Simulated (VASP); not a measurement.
Set up this calculation in VASP 6.6.1, as the native input.

| Quantity | Value |
| --- | --- |
| Task | relaxation of cell and atoms |
| Functional | PBE |
| Potentials or basis | VASP PAW PBE potentials, release 64 (Ru_pv, C) |
| Cutoff | 600 eV |
| k mesh | 6 × 6 × 6 |
| Occupations | gaussian, width 0.1 eV |
| Spin | no spin polarisation |
| Dipole correction | no |
| Further INCAR settings | ALGO = Normal; EDIFF = 1e-06; IBRION = 2; EDIFFG = -0.04; NSW = 90; ISIF = 3 |

The structure of RuC2 lies in POSCAR:

```
RuC2
1.0
    3.0432389411      0.0000000000      0.0000000000
   -1.5216194705      2.6355222328      0.0000000000
    0.0000000000      0.0000000000      3.2858892221
Ru C
1 2
Direct
    0.0000000000      0.0000000000      0.0000000000
    0.3333333333      0.6666666667      0.5000000000
    0.6666666667      0.3333333333      0.5000000000
```

These files were run (other wordings do the same):

INCAR

```
ALGO = Normal ; EDIFF = 1E-6
EDIFFG = -0.04 ; ENCUT = 600
GGA = PE ; IBRION = 2
ISIF = 3 ; ISMEAR = 0
LASPH = True ; LCHARG = False
LREAL = False ; LWAVE = False
NELM = 100 ; NSW = 90
PREC = Accurate ; SIGMA = 0.1
```

KPOINTS

```
k-points
0
Gamma
  6 6 6
```

Potentials or basis: VASP PAW PBE potentials, release 64 (Ru_pv, C).

Command:

```console
$ cat potpaw_PBE.64/Ru_pv/POTCAR potpaw_PBE.64/C/POTCAR > POTCAR
$ mpirun -np 1 vasp_std > vasp.out
```

It gave:

| Quantity | Value |
| --- | --- |
| Relaxed volume | 9.57 Å³/atom |
| Relaxed cell | a = 2.519 Å, b = 2.519 Å, c = 5.224 Å, α = 90.00°, β = 90.00°, γ = 120.00° |
| Space group after relaxing (to 0.05 Å) | P6/mmm (No. 191) |
| Energy gained by relaxing | 1215.7 meV/atom |
| Ionic steps | 22 |
| Pressure after relaxing | 0.4 GPa |
| Band gap on the k mesh | zero (band 11 reaches 10.98 eV, above the bottom of band 12 at 9.35 eV) |

Caveat: the k points lie up to 0.48 Å⁻¹ apart in the final cell.

Run time: 2.3 min on 1 thread of Intel Xeon 6975P-C, with other jobs on the host, peak memory 0.17 GiB.
